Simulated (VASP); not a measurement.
# HfN in VASP: further runs

HfN is run at these levels: LDA; tasks: single point.

Everything below comes from runs of VASP 6.6.1. Logs are shortened: lines on timing, memory, paths and dates and some standing lists are left out, and cuts for length are marked.

### Step 1. The cell of the first run

It takes space group I4/mmm (No. 139, tetragonal). Conventional cell: a = 3.291 Å, b = 3.291 Å, c = 4.518 Å, α = 90.00°, β = 90.00°, γ = 90.00°. Within 3.0 Å of Hf (site symmetry 4/mmm) lie 6 N at 2.26 to 2.33 Å. N (site symmetry 4/mmm) has 6 Hf at 2.26 to 2.33 Å within 3.0 Å.

### Step 2. Single point, LDA (equal xx and yy strain of +3 %)

Input file INCAR:

```
SYSTEM = HfN
PREC = Accurate
ENCUT = 520
EDIFF = 1E-6
ISMEAR = -1
SIGMA = 0.03
LREAL = .False.
LASPH = .True.
NELM = 80
ALGO = Normal
ISIF = 2
LWAVE = .False.
LCHARG = .False.
GGA = CA
NBANDS = 14
```

Input file KPOINTS:

```
Automatic mesh
0
Gamma
  10 10 10
  0 0 0
```

Input file POSCAR:

```
HfN
1.0
    0.0000000000      2.3267700000      2.2590000000
    2.3267700000      0.0000000000      2.2590000000
    2.3267700000      2.3267700000      0.0000000000
Hf N
1 1
Direct
    0.0000000000      0.0000000000      0.0000000000
    0.5000000000      0.5000000000      0.5000000000
```

Potentials or basis: VASP PAW LDA potentials, release 64 (Hf_pv, N).

Command:

```sh
$ cat potpaw_LDA.64/Hf_pv/POTCAR potpaw_LDA.64/N/POTCAR > POTCAR
$ mpirun -np 1 vasp_std > vasp.out
```

OUTCAR:

```text
SYSTEM = HfN
   PREC = Accurate
   ENCUT = 520
   EDIFF = 1E-6
   ISMEAR = -1
   LREAL = .False.
   LASPH = .True.
   NELM = 80
   ISIF = 2
   GGA = CA

 ion  position               nearest neighbor table
   1  0.000  0.000  0.000-   2 2.26   2 2.26   2 2.33   2 2.33   2 2.33   2 2.33
   2  0.500  0.500  0.500-   1 2.26   1 2.26   1 2.33   1 2.33   1 2.33   1 2.33

  LATTYP: Found a body centered tetragonal cell.
 ALAT       =     3.2905496905
 C/A-ratio  =     1.3730228761

  Lattice vectors:

 A1 = (   0.0000000000,  -2.3267700000,  -2.2590000000)
 A2 = (   0.0000000000,   2.3267700000,  -2.2590000000)
 A3 = (   2.3267700000,   0.0000000000,   2.2590000000)

Analysis of symmetry for initial positions (statically):
=====================================================================
 Subroutine PRICEL returns:
 Original cell was already a primitive cell.

 Routine SETGRP: Setting up the symmetry group for a
 body centered tetragonal supercell.

 Subroutine GETGRP returns: Found 16 space group operations
 (whereof 16 operations were pure point group operations)
 out of a pool of 16 trial point group operations.

The static configuration has the point symmetry D_4h.

Analysis of symmetry for dynamics (positions and initial velocities):
=====================================================================
 Subroutine PRICEL returns:
 Original cell was already a primitive cell.

 Routine SETGRP: Setting up the symmetry group for a
 body centered tetragonal supercell.

 Subroutine GETGRP returns: Found 16 space group operations
 (whereof 16 operations were pure point group operations)
 out of a pool of 16 trial point group operations.

The dynamic configuration has the point symmetry D_4h.

 Subroutine INISYM returns: Found 16 space group operations
 (whereof 16 operations are pure point group operations),
 and found     1 'primitive' translations

----------------------------------------------------------------------------------------

                                     Primitive cell

  volume of cell :      24.4598

  direct lattice vectors                    reciprocal lattice vectors
     0.000000000  2.326770000  2.259000000    -0.214890170  0.214890170  0.221336875
     2.326770000  0.000000000  2.259000000     0.214890170 -0.214890170  0.221336875
     2.326770000  2.326770000  0.000000000     0.214890170  0.214890170 -0.221336875

  length of vectors
     3.242983138  3.242983138  3.290549691     0.375959549  0.375959549  0.375959549

  position of ions in fractional coordinates (direct lattice)
     0.000000000  0.000000000  0.000000000
     0.500000000  0.500000000  0.500000000

  ion indices of the primitive-cell ions
   primitive index   ion index
                 1           1
                 2           2

----------------------------------------------------------------------------------------

 KPOINTS: Automatic mesh

Automatic generation of k-mesh.
 Grid dimensions read from file:
 generate k-points for:   10   10   10

 Generating k-lattice:

  Cartesian coordinates                     Fractional coordinates (reciprocal lattice)
    -0.021489017  0.021489017  0.022133687     0.100000000  0.000000000  0.000000000
     0.021489017 -0.021489017  0.022133687     0.000000000  0.100000000  0.000000000
     0.021489017  0.021489017 -0.022133687    -0.000000000 -0.000000000  0.100000000

  Length of vectors
     0.037595955  0.037595955  0.037595955

  Shift w.r.t. Gamma in fractional coordinates (k-lattice)
     0.000000000  0.000000000  0.000000000

 Subroutine IBZKPT returns following result:
 ===========================================

 Found    102 irreducible k-points:

 Following reciprocal coordinates:
            Coordinates               Weight
  0.000000  0.000000  0.000000      1.000000
  0.100000  0.000000  0.000000      8.000000
  0.200000  0.000000  0.000000      8.000000
  0.300000  0.000000  0.000000      8.000000
  0.400000  0.000000  0.000000      8.000000
  0.500000  0.000000  0.000000      4.000000
[... 16 lines left out ...]
  0.300000  0.300000  0.000000      2.000000
  0.400000  0.300000  0.000000      8.000000
 [... further k-points ...]
   k-points           NKPTS =    102   k-points in BZ     NKDIM =    102   number of bands    NBANDS=     14
   number of dos      NEDOS =    301   number of ions     NIONS =      2
   total plane-waves  NPLWV =  13824
   dimension x,y,z NGX =    24 NGY =   24 NGZ =   24
   dimension x,y,z NGXF=    48 NGYF=   48 NGZF=   48
   ions per type =               1   1
   NGX,Y,Z   is equivalent  to a cutoff of  12.30, 12.30, 12.13 a.u.
   NGXF,Y,Z  is equivalent  to a cutoff of  24.61, 24.61, 24.25 a.u.
 SYSTEM =  HfN
   PREC   = accura    normal or accurate (medium, high low for compatibility)
   ISTART =      0    job   : 0-new  1-cont  2-samecut
   ICHARG =      2    charge: 1-file 2-atom 10-const
   ISPIN  =      1    spin polarized calculation?
   LNONCOLLINEAR =      F non collinear calculations
   LSORBIT =      F    spin-orbit coupling
   LASPH  =      T    aspherical Exc in radial PAW
   ENCUT  =  520.0 eV  38.22 Ry    6.18 a.u.   6.03  6.03  6.12*2*pi/ulx,y,z
   NELM   =     80;   NELMIN=  2; NELMDL= -5     # of ELM steps
   EDIFF  = 0.1E-05   stopping-criterion for ELM
   LREAL  =      F    real-space projection
   EDIFFG = 0.1E-04   stopping-criterion for IOM
   NSW    =      0    number of steps for IOM
   IBRION =     -1    ionic relax: 0-MD 1-quasi-New 2-CG
   NFREE  =      0    steps in history (QN), initial steepest desc. (CG)
   ISIF   =      2    stress and relaxation
   ISYM   =      2    0-nonsym 1-usesym 2-fastsym
   POTIM  = 0.5000    time-step for ionic-motion
   TEBEG  =    0.0;   TEEND  =   0.0 temperature during run
   PSTRESS=    0.0 pullay stress
   NELECT =      15.0000    total number of electrons
   NUPDOWN=      -1.0000    fix difference up-down
   EMIN   =  10.00;   EMAX   =-10.00  energy-range for DOS
   EFERMI =   0.00;   METHOD = LEGACY
   ISMEAR =    -1;   SIGMA  =   0.03  broadening in eV -4-tet -1-fermi 0-gaus
   EFERMI_NEDOS =   21; number of points for ismear=-14 and -15
   IALGO  =     38    algorithm
   IMIX   =      4    mixing-type and parameters
     AMIX     =   0.40;   BMIX     =  1.00
     AMIX_MAG =   1.60;   BMIX_MAG =  1.00
  volume/ion in A,a.u.               =      12.23        82.53
  Fermi-wavevector in a.u.,A,eV,Ry     =   1.390873  2.628369 26.320855  1.934528
  Thomas-Fermi vector in A             =   2.514766
   LORBIT       =      0    0 simple, 1 ext, 2 COOP (PROOUT), +10 PAW based schemes
   GGA     = CA    functional components
   LHFCALC =     F    Hartree Fock is set to
   AEXX    =    0.0000 exact exchange contribution
   IVDW    =     0    specifies the selected vdW correction
   LEPSILON=     F    determine dielectric tensor
   LRPA    =     F    only Hartree local field effects (RPA)
 non-spin polarized calculation
  energy-cutoff  :      520.00
  volume of cell :       24.46
 maximum number of plane-waves:       671
   NGX = 13   NGY = 13   NGZ = 13

 number of electron      15.0000001 magnetization

 Free energy of the ion-electron system (eV)
  ---------------------------------------------------
  ext. energy  EPLUGINS =         0.00000000
  ---------------------------------------------------
  free energy    TOTEN  =       -23.66766779 eV

  energy without entropy =      -23.66563111  energy(sigma->0) =      -23.66664945

 E-fermi :   7.6950     XC(G=0): -12.6761

 val. band max:        7.6621171811   @ k =  -0.2000   0.4000   0.2000
 cond. band min:       7.7219023403   @ k =  -0.4000   0.0000   0.3000
 fundamental gap:      0.0597851592
 Fermi energy:         7.6950217923

 k-point     1 :       0.0000    0.0000    0.0000
  band No.  band energies     occupation
      1     -23.5073      2.00000
      2     -23.5073      2.00000
      3     -23.4693      2.00000
      4      -9.2241      2.00000
      5       4.7413      2.00000
      6       4.7413      2.00000
      7       4.8702      2.00000
      8       7.2079      2.00000
      9       7.2079      2.00000
     10       7.5064      1.99629
     11       8.7829      0.00000
     12       9.2184      0.00000
     13       9.9720      0.00000
     14      17.1886      0.00000

 k-point     2 :       0.1000    0.0000    0.0000
  band No.  band energies     occupation
      1     -23.5782      2.00000
      2     -23.5161      2.00000
      3     -23.4850      2.00000
      4      -9.0180      2.00000
      5       3.8756      2.00000
      6       4.2246      2.00000
      7       4.3233      2.00000
      8       7.4716      1.99883
      9       7.5347      1.99049
     10       7.7392      0.37324
     11       9.5035      0.00000
     12       9.8951      0.00000
     13      10.6580      0.00000
     14      17.8930      0.00000

 k-point     3 :       0.2000    0.0000    0.0000
  band No.  band energies     occupation
      1     -23.7812      2.00000
      2     -23.5391      2.00000
      3     -23.5018      2.00000
      4      -8.4602      2.00000
      5       2.2766      2.00000
      6       3.2939      2.00000
      7       3.3691      2.00000
      8       7.8781      0.00446
      9       8.3307      0.00000
     10       8.4126      0.00000
     11      10.9769      0.00000
     12      11.4194      0.00000
     13      12.1858      0.00000
     14      18.7460      0.00000
[... 324 lines left out ...]
 k-point    23 :       0.3000    0.3000    0.0000
  band No.  band energies     occupation
      1     -23.9436      2.00000
      2     -23.6910      2.00000
      3     -23.6910      2.00000
      4      -7.9113      2.00000
      5       1.0933      2.00000
      6       3.8121      2.00000
      7       3.8121      2.00000
      8       4.9421      2.00000
      9      10.5245      0.00000
     10      10.7062      0.00000
     11      11.5658      0.00000
     12      11.5658      0.00000
     13      16.5681      0.00000
     14      18.7393      0.00000

 k-point    24 :       0.4000    0.3000    0.0000
  band No.  band energies     occupation
      1     -24.0392      2.00000
      2     -23.7346      2.00000
      3     -23.7212      2.00000
      4      -7.8235      2.00000
      5       1.3230      2.00000
      6       3.1824      2.00000
      7       3.5992      2.00000
      8       5.2747      2.00000
      9      11.3082      0.00000
     10      11.6414      0.00000
     11      12.0842      0.00000
     12      12.1151      0.00000
     13      16.6109      0.00000
     14      18.4509      0.00000

 [... further k-points ...]
[... 5 lines left out ...]
  --------------------------------------------------------------------------------------
  -------------------------------------------------------------------------------------
  Total       -4.0992844     -4.0992844     -2.6268624      0.0000000      0.0000000     -0.0000000
  in kB     -268.5131067   -268.5131067   -172.0658827      0.0000000      0.0000000     -0.0000000
  external PRESSURE =    -236.3640320 kB  Pullay stress =       0.0000000 kB

 VOLUME and BASIS-vectors are now :
 -----------------------------------------------------------------------------
  energy-cutoff  :      520.00
  volume of cell :       24.46
      direct lattice vectors                 reciprocal lattice vectors
     0.000000000  2.326770000  2.259000000    -0.214890170  0.214890170  0.221336875
     2.326770000  0.000000000  2.259000000     0.214890170 -0.214890170  0.221336875
     2.326770000  2.326770000  0.000000000     0.214890170  0.214890170 -0.221336875

 POSITION                                       TOTAL-FORCE (eV/Angst)
 -----------------------------------------------------------------------------------
      0.00000      0.00000      0.00000        -0.000000      0.000000      0.000000
      2.32677      2.32677      2.25900         0.000000      0.000000      0.000000
 -----------------------------------------------------------------------------------
    total drift:                                0.000000     -0.000000     -0.000000

  FREE ENERGIE OF THE ION-ELECTRON SYSTEM (eV)
  ---------------------------------------------------
  free  energy   TOTEN  =       -23.6676677937 eV

  energy  without entropy=      -23.6656311116  energy(sigma->0) =      -23.66664945
```

It took 28 s on 1 thread of Intel Xeon Platinum 8259CL at 2.50GHz (Skylake/Cascade Lake), shared host; peak memory 0.15 GiB.

Results:

| Property | Result |
| --- | --- |
| Free energy | -23.6677 eV |
| Pressure | -23.6 GPa |

Stress tensor (GPa, compression positive):
```
-26.85   0.00   0.00
  0.00 -26.85   0.00
  0.00   0.00 -17.21
```

Caveat: the cell differs from its parent crystal (equal xx and yy strain of +3 %); spin-orbit coupling is left out, which moves the levels of the heavy elements.

### Step 3. Single point, LDA (equal xy, yz and zx shear strains of -2 %)

Input file INCAR:

```
SYSTEM = HfN
ALGO = Normal ; EDIFF = 1E-6
ENCUT = 520 ; ISIF = 2
ISMEAR = -1 ; LASPH = .True.
LCHARG = .True. ; LELF = .True.
LREAL = .False. ; LVHAR = .True.
LWAVE = .False. ; NBANDS = 14
NELM = 60 ; PREC = Accurate
SIGMA = 0.03
```

Input file KPOINTS:

```
k-points
0
Gamma
  10 10 10
  0 0 0
```

Input file POSCAR:

```
HfN
1.0
   -0.0451800000      2.2364100000      2.2364100000
    2.2364100000     -0.0451800000      2.2364100000
    2.2364100000      2.2364100000     -0.0451800000
Hf N
1 1
Direct
    0.0000000000      0.0000000000      0.0000000000
    0.5000000000      0.5000000000      0.5000000000
```

Potentials or basis: VASP PAW LDA potentials, release 64 (Hf_pv, N).

Command:

```sh
$ cat potpaw_LDA.64/Hf_pv/POTCAR potpaw_LDA.64/N/POTCAR > POTCAR
$ mpirun -np 1 vasp_std > vasp.out
```

Wall time 16 s (1 thread of Intel Xeon 6975P-C (Granite Rapids), shared host); peak memory 0.15 GiB.

The run converged. Its results:

* Free energy: -23.8272 eV
* Pressure: -10.5 GPa

Stress tensor (GPa, compression positive):
```
-10.52   2.35   2.35
  2.35 -10.52   2.35
  2.35   2.35 -10.52
```

Levels at points of the mesh, in eV from the Fermi level:
```csv
k point,band 5,band 6,band 7,band 8,band 9,band 10
"(0.00, 0.00, 0.00)",-3.04,-3.04,-2.88,-0.60,-0.60,-0.15
"(0.50, 0.00, 0.00)",-8.89,-6.27,-5.99,3.03,3.32,3.98
"(0.50, 0.50, 0.00)",-5.33,-3.86,-3.72,-3.57,3.99,5.32
"(0.50, 0.50, 0.50)",-8.84,-6.36,-6.36,3.34,3.82,3.82
```

Caveat: the cell differs from its parent crystal (equal xy, yz and zx shear strains of -2 %); spin-orbit coupling is left out, which moves the levels of the heavy elements.
